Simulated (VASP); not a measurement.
Se: single point with PBEsol

The system is Se.

```
CELL_PARAMETERS angstrom
-1.78862 1.78862 1.70345
1.78862 -1.78862 1.70345
1.78862 1.78862 -1.70345
ATOMIC_POSITIONS crystal
Se 0.00000 0.00000 0.00000
```

This cell differs from its parent crystal: strain +0.050 along x and y, +0.000 along z.

```yaml
Program: VASP 6.6.1
Task: single point
Functional: PBEsol
Potentials_or_basis: VASP PAW PBE potentials, release 64 (Se)
Cutoff: 520 eV
k_mesh: 20 × 20 × 20
Occupations: gaussian, width 0.15 eV
Spin: no spin polarisation
Dipole_correction: no
Further_INCAR_settings: ALGO = Normal; EDIFF = 1e-07; NBANDS = 9
```

- Pressure: -7.9 GPa
- Band gap on the k mesh: zero (bands 3 and 4 overlap by 5.88 eV)

Stress tensor (GPa, compression positive):
```
-8.83  0.00  0.00
 0.00 -8.83  0.00
 0.00  0.00 -5.93
```

Levels at points of the mesh, in eV from the Fermi level:
```
           k point  band 1  band 2  band 3  band 4  band 5  band 6  band 7
(0.00, 0.00, 0.00)  -15.52    2.61    2.61    2.74   10.12   11.66   12.58
(0.50, 0.00, 0.00)  -12.44   -6.06   -0.11    1.75    6.61    8.12   16.87
(0.50, 0.50, 0.00)  -12.63   -6.16    0.29    2.26    7.17    8.96   16.36
(0.50, 0.50, 0.50)  -10.51   -3.19   -3.19   -2.44    4.13    4.56   21.85
```

Wall time 26 s on 1 thread of Intel(R) Xeon(R) 6975P-C (Granite Rapids), on a shared host, peak memory 0.23 GiB.

Caveat: the cell differs from its parent crystal (strain +0.050 along x and y, +0.000 along z); the cell stands under tension; the PAW data sets were made with another functional, which shifts forces and pressure a little.
